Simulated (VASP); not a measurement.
The system is H2Se.

```
H Se
1.0
     5.93907    0.00000    0.00000
     0.00000    5.93907    0.00000
     0.00000    0.00000    2.91771
H Se
4 2
Cartesian
  2.2697 2.2697 0.0000
  0.6998 5.2392 1.4589
  3.6694 3.6694 0.0000
  5.2392 0.6998 1.4589
  0.0000 0.0000 0.0000
  2.9695 2.9695 1.4589
```

```yaml
Program: VASP 6.6.1
Task: relaxation of cell and atoms
Functional: PBE
Potentials_or_basis: VASP PAW PBE potentials, release 64 (H, Se)
Cutoff: 600 eV
k_mesh: 6 × 6 × 12
Occupations: gaussian, width 0.1 eV
Spin: no spin polarisation
```

At the start: pressure 2.3 GPa; volume 17.15 Å³/atom.

Task: Where does the relaxation end?

Result: Over 22 steps the energy falls by 20.4 meV/atom and the volume is 13.99 Å³/atom (-18.4 %); space group P4_2/mnm (No. 136, to 0.1 Å) before and after.

The path:
```tsv
step	energy change (eV)	largest force (eV/Å)	pressure (GPa)	volume (Å³)
1	0.0000	0.0416	2.30	102.92
2	-0.0748	0.1592	-1.34	106.57
3	-0.0809	0.1407	-0.62	105.77
4	-0.0876	0.0709	-0.45	104.95
5	-0.0915	0.0398	-0.17	103.68
6	-0.0922	0.0423	-0.09	103.26
7	-0.0932	0.0479	0.09	102.38
8	-0.0934	0.0599	0.46	100.64
9	-0.0936	0.0548	0.31	101.36
10	-0.0938	0.0544	0.30	101.29
11	-0.0942	0.0528	0.30	101.08
12	-0.0952	0.0499	0.29	100.66
13	-0.0970	0.0444	0.28	99.83
14	-0.1006	0.0346	0.26	98.17
15	-0.1072	0.0208	0.24	94.89
16	-0.1179	0.0132	0.35	88.49
17	-0.0966	0.0684	1.79	76.37
18	-0.1194	0.0469	0.61	86.14
19	-0.1196	0.0493	0.79	83.67
20	-0.1185	0.0209	-0.69	83.96
21	-0.1224	0.0158	0.10	83.80
22	-0.1226	0.0036	0.06	83.96
```

Final structure:
```
H Se
1.0
     5.27186    0.00000    0.00000
     0.00000    5.27186    0.00000
     0.00000    0.00000    3.02083
H Se
4 2
Cartesian
  1.9339 1.9339 0.0000
  0.7021 4.5698 1.5104
  3.3380 3.3380 3.0208
  4.5698 0.7021 1.5104
  0.0000 0.0000 0.0000
  2.6359 2.6359 1.5104
```

Caveat: the volume moved by over 15 % at a fixed basis, so the end points are rough.
